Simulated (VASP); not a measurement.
Set up this calculation in VASP 6.6.1, as the native input.

```
Task                   : single point
Functional             : PBE
Potentials or basis    : VASP PAW PBE potentials, release 64 (Ti_sv, C)
Cutoff                 : 520 eV
k mesh                 : 16 × 16 × 16
Occupations            : fermi-dirac, width 0.03 eV
Spin                   : no spin polarisation
Dipole correction      : no
Further INCAR settings : ALGO = Normal; EDIFF = 1e-06; NBANDS = 15
```

The structure of TiC lies in POSCAR:

```
TiC
1.0
    0.0000000000      2.2064421477      2.2064421477
    2.2064421477      0.0000000000      2.2064421477
    2.2064421477      2.2064421477      0.0000000000
Ti C
1 1
Direct
    0.0000000000      0.0000000000      0.0000000000
    0.5000000000      0.5000000000      0.5000000000
```

This cell differs from its parent crystal: volume scaled by 1.06.

The input as run:

INCAR

```
PREC = Accurate
ENCUT = 520
EDIFF = 1E-6
ISMEAR = -1
SIGMA = 0.03
LREAL = False
LASPH = True
NELM = 100
ALGO = Normal
ISIF = 2
LWAVE = False
LCHARG = False
GGA = PE
NBANDS = 15
```

KPOINTS

```
regular mesh
0
Gamma
  16 16 16
```

Potentials or basis: VASP PAW PBE potentials, release 64 (Ti_sv, C).

The run is started by

```console
$ cat potpaw_PBE.64/Ti_sv/POTCAR potpaw_PBE.64/C/POTCAR > POTCAR
$ mpirun -np 1 vasp_std > vasp.out
```

Results of the run:

```yaml
Pressure: -12.1 GPa
Band_gap_on_the_k_mesh: zero (band 8 reaches 9.44 eV, above the bottom of band 9 at 8.38 eV)
```

Wall time 24 s on 1 thread of Intel(R) Xeon(R) Platinum 8559C (Emerald Rapids) (shared host), peak memory 0.17 GiB.
